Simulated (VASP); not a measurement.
# MnS (Fm-3m) in VASP: notebook, part 2 of 2

VASP 6.6.1.

## Step 4: Single point, PBE+U, collinear spin, ferromagnetic start

Input file INCAR:

```
PREC     = Accurate       # precision mode
ENCUT    = 520            # plane-wave cutoff, eV
EDIFF    = 1E-7           # SCF threshold, eV
ISMEAR   = -1             # smearing method
SIGMA    = 0.05           # smearing width, eV
LREAL    = F              # projectors in reciprocal space
LASPH    = T              # aspherical terms in the spheres
NELM     = 150            # most SCF steps
ALGO     = Normal         # electronic algorithm
ISIF     = 2              # what is computed and relaxed
LWAVE    = F              # write WAVECAR
LCHARG   = F              # write CHGCAR
ISPIN    = 2              # spin polarisation
MAGMOM   = 4 0            # initial moments
LORBIT   = 11             # projections on sites
LMAXMIX  = 4              # l up to which the mixer works
LDAU     = T              # DFT+U
LDAUTYPE = 2            
LDAUL    = 2 -1           # shell
LDAUU    = 8 0            # U, eV
LDAUJ    = 0 0          
LDAUPRINT= 1            
GGA      = PE             # functional
NBANDS   = 20             # bands
```

Input file KPOINTS:

```
regular mesh
0
Gamma
  7 7 7
```

Input file POSCAR:

```
MnS
1.0
    0.0000000000      2.6045000000      2.6045000000
    2.6045000000      0.0000000000      2.6045000000
    2.6045000000      2.6045000000      0.0000000000
Mn S
1 1
Direct
    0.0000000000      0.0000000000      0.0000000000
    0.5000000000      0.5000000000      0.5000000000
```

Potentials or basis: VASP PAW PBE potentials, release 64 (Mn_pv, S).

The run is started by

```bash
$ cat potpaw_PBE.64/Mn_pv/POTCAR potpaw_PBE.64/S/POTCAR > POTCAR
$ mpirun -np 1 vasp_std > vasp.out
```

OUTCAR:

```text
PREC = Accurate
   ENCUT = 520
   EDIFF = 1E-7
   ISMEAR = -1
   LREAL = F
   LASPH = T
   NELM = 150
   ISIF = 2
   ISPIN = 2
   LORBIT = 11
   GGA = PE

 ion  position               nearest neighbor table
   1  0.000  0.000  0.000-   2 2.60   2 2.60   2 2.60   2 2.60   2 2.60   2 2.60
   2  0.500  0.500  0.500-   1 2.60   1 2.60   1 2.60   1 2.60   1 2.60   1 2.60

  LATTYP: Found a face centered cubic cell.
 ALAT       =     5.2090000000

  Lattice vectors:

 A1 = (   0.0000000000,   2.6045000000,   2.6045000000)
 A2 = (   2.6045000000,   0.0000000000,   2.6045000000)
 A3 = (   2.6045000000,   2.6045000000,   0.0000000000)

Analysis of symmetry for initial positions (statically):
=====================================================================
 Subroutine PRICEL returns:
 Original cell was already a primitive cell.

 Routine SETGRP: Setting up the symmetry group for a
 face centered cubic supercell.

 Subroutine GETGRP returns: Found 48 space group operations
 (whereof 48 operations were pure point group operations)
 out of a pool of 48 trial point group operations.

The static configuration has the point symmetry O_h .

Analysis of symmetry for dynamics (positions and initial velocities):
=====================================================================
 Subroutine PRICEL returns:
 Original cell was already a primitive cell.

 Routine SETGRP: Setting up the symmetry group for a
 face centered cubic supercell.

 Subroutine GETGRP returns: Found 48 space group operations
 (whereof 48 operations were pure point group operations)
 out of a pool of 48 trial point group operations.

The dynamic configuration has the point symmetry O_h .

Analysis of structural, dynamic, and magnetic symmetry:
=====================================================================
 Subroutine PRICEL returns:
 Original cell was already a primitive cell.

 Routine SETGRP: Setting up the symmetry group for a
 face centered cubic supercell.

 Subroutine GETGRP returns: Found 48 space group operations
 (whereof 48 operations were pure point group operations)
 out of a pool of 48 trial point group operations.

The overall configuration has the point symmetry O_h .

 Subroutine INISYM returns: Found 48 space group operations
 (whereof 48 operations are pure point group operations),
 and found     1 'primitive' translations

----------------------------------------------------------------------------------------

                                     Primitive cell

  volume of cell :      35.3348

  direct lattice vectors                    reciprocal lattice vectors
     0.000000000  2.604500000  2.604500000    -0.191975427  0.191975427  0.191975427
     2.604500000  0.000000000  2.604500000     0.191975427 -0.191975427  0.191975427
     2.604500000  2.604500000  0.000000000     0.191975427  0.191975427 -0.191975427

  length of vectors
     3.683319223  3.683319223  3.683319223     0.332511194  0.332511194  0.332511194

  position of ions in fractional coordinates (direct lattice)
[... 120 lines left out ...]

  0.9464 -0.0000  0.0000 -0.0000  0.0000
 -0.0000  0.9464  0.0000 -0.0000  0.0000
  0.0000  0.0000  0.9688 -0.0000 -0.0000
 -0.0000 -0.0000 -0.0000  0.9464 -0.0000
  0.0000  0.0000 -0.0000 -0.0000  0.9688

spin component  2

  0.0099  0.0000 -0.0000  0.0000 -0.0000
  0.0000  0.0099 -0.0000  0.0000 -0.0000
 -0.0000 -0.0000  0.0517 -0.0000  0.0000
  0.0000  0.0000 -0.0000  0.0099  0.0000
 -0.0000 -0.0000  0.0000  0.0000  0.0517

 occupancies and eigenvectors

  o =  0.0099  v =  0.0000  0.0000  0.0000  0.0000  0.0000  0.0091 -1.0000 -0.0000 -0.0012 -0.0000      0.0000  0.0000  0.0000  0.0000  0.0000  0.0000  0.0000  0.0000  0.0000  0.0000
  o =  0.0099  v =  0.0000  0.0000  0.0000  0.0000  0.0000  1.0000  0.0091  0.0000 -0.0035  0.0000      0.0000  0.0000  0.0000  0.0000  0.0000  0.0000  0.0000  0.0000  0.0000  0.0000
  o =  0.0099  v =  0.0000  0.0000  0.0000  0.0000  0.0000 -0.0035  0.0012 -0.0000 -1.0000  0.0000      0.0000  0.0000  0.0000  0.0000  0.0000  0.0000  0.0000  0.0000  0.0000  0.0000
  o =  0.0517  v =  0.0000  0.0000  0.0000  0.0000  0.0000  0.0000 -0.0000 -0.9998 -0.0000  0.0214      0.0000  0.0000  0.0000  0.0000  0.0000  0.0000  0.0000  0.0000  0.0000  0.0000
  o =  0.0517  v =  0.0000  0.0000  0.0000  0.0000  0.0000 -0.0000 -0.0000  0.0214  0.0000  0.9998      0.0000  0.0000  0.0000  0.0000  0.0000  0.0000  0.0000  0.0000  0.0000  0.0000
  o =  0.9464  v =  0.0000  0.0481  0.0000 -0.9988 -0.0000  0.0000  0.0000  0.0000  0.0000  0.0000      0.0000  0.0000  0.0000  0.0000  0.0000  0.0000  0.0000  0.0000  0.0000  0.0000
  o =  0.9464  v =  1.0000  0.0000  0.0000  0.0000  0.0000  0.0000  0.0000  0.0000  0.0000  0.0000      0.0000  0.0000  0.0000  0.0000  0.0000  0.0000  0.0000  0.0000  0.0000  0.0000
  o =  0.9464  v =  0.0000  0.9988  0.0000  0.0481  0.0000  0.0000  0.0000  0.0000  0.0000  0.0000      0.0000  0.0000  0.0000  0.0000  0.0000  0.0000  0.0000  0.0000  0.0000  0.0000
  o =  0.9688  v =  0.0000  0.0000  0.0182  0.0000 -0.9998  0.0000  0.0000  0.0000  0.0000  0.0000      0.0000  0.0000  0.0000  0.0000  0.0000  0.0000  0.0000  0.0000  0.0000  0.0000
  o =  0.9688  v =  0.0000 -0.0000  0.9998  0.0000  0.0182  0.0000  0.0000  0.0000  0.0000  0.0000      0.0000  0.0000  0.0000  0.0000  0.0000  0.0000  0.0000  0.0000  0.0000  0.0000

 number of electron      18.9999989 magnetization       5.0000176

 Free energy of the ion-electron system (eV)
  ---------------------------------------------------
  ext. energy  EPLUGINS =         0.00000000
  ---------------------------------------------------
  free energy    TOTEN  =       -12.15727930 eV

  energy without entropy =      -12.15727930  energy(sigma->0) =      -12.15727930

 E-fermi :   6.9087     XC(G=0): -10.5815

 val. band max:        6.0210322588   @ k =  -0.2857   0.1429   0.0000
 cond. band min:       7.7118652831   @ k =   0.4286   0.4286   0.0000
 fundamental gap:      1.6908330242
 Fermi energy:         6.9087001952

 spin component 1

 k-point     1 :       0.0000    0.0000    0.0000
  band No.  band energies     occupation
      1     -44.2779      1.00000
      2     -44.2779      1.00000
      3     -44.2779      1.00000
      4      -7.6377      1.00000
      5      -0.2926      1.00000
      6      -0.2926      1.00000
[... 436 lines left out ...]
      6      -0.4208      1.00000
[... 12 lines left out ...]
     19      22.1636      0.00000
     20      23.0885      0.00000
 Fermi energy:         6.9087001952

 spin component 2

 k-point     1 :       0.0000    0.0000    0.0000
  band No.  band energies     occupation
      1     -39.2685      1.00000
      2     -39.2685      1.00000
      3     -39.2685      1.00000
      4      -7.4283      1.00000
      5       5.2118      1.00000
      6       5.2118      1.00000
[... 449 lines left out ...]
     19      22.8125      0.00000
     20      24.5163      0.00000

------------------------ aborting loop because EDIFF is reached ----------------------------------------

  FORCE on cell =-STRESS in cart. coord.  units (eV):
  Direction    XX          YY          ZZ          XY          YZ          ZX
  --------------------------------------------------------------------------------------
  -------------------------------------------------------------------------------------
  Total        1.5286368      1.5286368      1.5286368      0.0000000      0.0000000     -0.0000000
  in kB       69.3125402     69.3125402     69.3125402      0.0000000      0.0000000     -0.0000000
  external PRESSURE =      69.3125402 kB  Pullay stress =       0.0000000 kB

 VOLUME and BASIS-vectors are now :
 -----------------------------------------------------------------------------
  energy-cutoff  :      520.00
  volume of cell :       35.33
      direct lattice vectors                 reciprocal lattice vectors
     0.000000000  2.604500000  2.604500000    -0.191975427  0.191975427  0.191975427
     2.604500000  0.000000000  2.604500000     0.191975427 -0.191975427  0.191975427
     2.604500000  2.604500000  0.000000000     0.191975427  0.191975427 -0.191975427

 POSITION                                       TOTAL-FORCE (eV/Angst)
 -----------------------------------------------------------------------------------
      0.00000      0.00000      0.00000        -0.000000      0.000000      0.000000
      2.60450      2.60450      2.60450         0.000000      0.000000     -0.000000
 -----------------------------------------------------------------------------------
    total drift:                               -0.000000      0.000000      0.000000

  FREE ENERGIE OF THE ION-ELECTRON SYSTEM (eV)
  ---------------------------------------------------
  free  energy   TOTEN  =       -12.1572793003 eV

  energy  without entropy=      -12.1572792970  energy(sigma->0) =      -12.15727930

 total charge

# of ion       s       p       d       tot
------------------------------------------
    1        0.219   6.174   4.893  11.286
    2        1.319   2.489   0.000   3.809
--------------------------------------------------
tot          1.539   8.664   4.893  15.095

 magnetization (x)

# of ion       s       p       d       tot
------------------------------------------
    1        0.045   0.036   4.632   4.714
    2        0.014   0.018   0.000   0.033
--------------------------------------------------
tot          0.060   0.055   4.632   4.747
```

Wall time 15 s (1 thread of Intel Xeon 6975P-C (Granite Rapids), shared host); peak memory 0.17 GiB.

Results:

```
Free energy                                           : -12.1573 eV
Pressure                                              : 6.9 GPa
Band gap on the k mesh                                : 1.69 eV (least direct gap 3.29 eV)
Net moment                                            : 5.00 μB per cell
Site moments                                          : Mn +4.71; S +0.03 μB
Valence electrons inside the program's atomic spheres : Mn 11.29; S 3.81
```

Levels at points of the mesh, in eV from the valence-band top:
Spin up:
```tsv
k point	band 10	band 11	band 12	band 13	band 14	band 15
(0.00, 0.00, 0.00)	-0.92	-0.92	-0.92	2.48	8.67	8.67
```
Spin down:
```tsv
k point	band 3	band 4	band 5	band 6	band 7	band 8	band 9	band 10	band 11	band 12
(0.00, 0.00, 0.00)	-45.29	-13.45	-0.81	-0.81	-0.81	3.54	3.81	3.81	3.81	4.03
```

Eigenvalues of the final occupation matrices:
| site | spin | trace | eigenvalues |
| --- | --- | --- | --- |
| site 1 d | 1 | 4.78 | 0.95 0.95 0.95 0.97 0.97 |
| site 1 d | 2 | 0.13 | 0.01 0.01 0.01 0.05 0.05 |

Caveat: the cell stands under pressure; an odd mesh through Γ misses points on the zone boundary, where band edges can lie; a cell with one magnetic atom can't hold antiferromagnetic order, which such compounds often take.

## Step 5: Single point, PBE+U, collinear spin, ferromagnetic start

POSCAR is that of step 4.

Input file INCAR.step1:

```
ALGO = Normal
EDIFF = 1E-6
ENCUT = 520
GGA = PE
ISIF = 2
ISMEAR = -1
ISPIN = 2
LASPH = T
LCHARG = T
LDAU = T
LDAUJ = 0 0
LDAUL = 2 -1
LDAUPRINT = 1
LDAUTYPE = 2
LDAUU = 2 0
LMAXMIX = 4
LREAL = F
LWAVE = F
MAGMOM = 4 0
NBANDS = 20
NELM = 150
PREC = Accurate
SIGMA = 0.05
```

Input file KPOINTS.step1:

```
k-points
0
Gamma
  7 7 7
```

Input file INCAR.step2:

```
ALGO = Normal
EDIFF = 1E-6
ENCUT = 520
GGA = PE
ICHARG = 11
ISIF = 2
ISMEAR = -5
ISPIN = 2
LASPH = T
LCHARG = F
LDAU = T
LDAUJ = 0 0
LDAUL = 2 -1
LDAUPRINT = 1
LDAUTYPE = 2
LDAUU = 2 0
LMAXMIX = 4
LORBIT = 11
LREAL = F
LWAVE = F
MAGMOM = 4 0
NBANDS = 20
NEDOS = 2001
NELM = 150
PREC = Accurate
SIGMA = 0.05
```

Input file KPOINTS.step2:

```
k-points
0
Gamma
  11 11 11
```

The run is started by

```bash
$ cat potpaw_PBE.64/Mn_pv/POTCAR potpaw_PBE.64/S/POTCAR > POTCAR
$ cp INCAR.step1 INCAR
$ cp KPOINTS.step1 KPOINTS
$ mpirun -np 1 vasp_std > vasp.out
$ cp INCAR.step2 INCAR
$ cp KPOINTS.step2 KPOINTS
$ mpirun -np 1 vasp_std > vasp.out
```

Wall time 38 s (1 thread of Intel Xeon 6975P-C (Granite Rapids), shared host); peak memory 0.2 GiB.

It converged, with:

```yaml
Net_moment: 4.97 μB per cell
Site_moments: Mn +4.51; S +0.12 μB
Valence_electrons_inside_the_program's_atomic_spheres: Mn 11.28; S 3.77
```

Levels at points of the mesh, in eV from the Fermi level:
Spin up:
| k point | band 10 | band 11 | band 12 | band 13 | band 14 | band 15 |
| --- | --- | --- | --- | --- | --- | --- |
| (0.00, 0.00, 0.00) | -1.71 | -1.71 | -1.71 | 1.78 | 8.48 | 8.48 |
Spin down:
| k point | band 5 | band 6 | band 7 | band 8 | band 9 | band 10 |
| --- | --- | --- | --- | --- | --- | --- |
| (0.00, 0.00, 0.00) | -1.48 | -1.48 | -1.48 | 1.14 | 1.14 | 1.15 |

Eigenvalues of the final occupation matrices:
```tsv
site	spin	trace	eigenvalues
site 1 d	1	4.67	0.93 0.93 0.93 0.95 0.95
site 1 d	2	0.25	0.02 0.02 0.02 0.09 0.09
```

Caveat: a cell with one magnetic atom can't hold antiferromagnetic order, which such compounds often take; tetrahedron occupations give inexact forces and stress in metals.

## Step 6: Overview

```tsv
level	potentials or basis	U	k mesh	k mesh for the DOS	occupations for the DOS	gap on the mesh (eV)	pressure (GPa)	moment (μB)
PBEsol+U	VASP PAW PBE potentials, release 64 (Mn_sv, S)	Mn d U = 6.0 eV	9 × 9 × 9	14 × 14 × 14	tetrahedron	-	-	5.00
PBE+U	VASP PAW PBE potentials, release 64 (Mn_pv, S)	Mn d U = 6.0 eV	7 × 7 × 7	-	-	1.34	5.7	5.00
PBE+U	VASP PAW PBE potentials, release 64 (Mn_pv, S)	Mn d U = 8.0 eV	7 × 7 × 7	-	-	1.69	6.9	5.00
PBE+U	VASP PAW PBE potentials, release 64 (Mn_pv, S)	Mn d U = 2.0 eV	7 × 7 × 7	11 × 11 × 11	tetrahedron	-	-	4.97
```

Alike in all rows: task single point; spin collinear, ferromagnetic start; cell as given; cutoff (eV) 520; smearing fermi-dirac 0.05 eV.

Caveats: a cell with one magnetic atom can't hold antiferromagnetic order, which such compounds often take; the cell stands under pressure (at least some runs); an odd mesh through Γ misses points on the zone boundary, where band edges can lie (at least some runs); the PAW data sets were made with another functional, which shifts forces and pressure a little (at least some runs); tetrahedron occupations give inexact forces and stress in metals (at least some runs).

Total energies depend on the potentials used, so only differences within one code and one set of settings carry meaning.
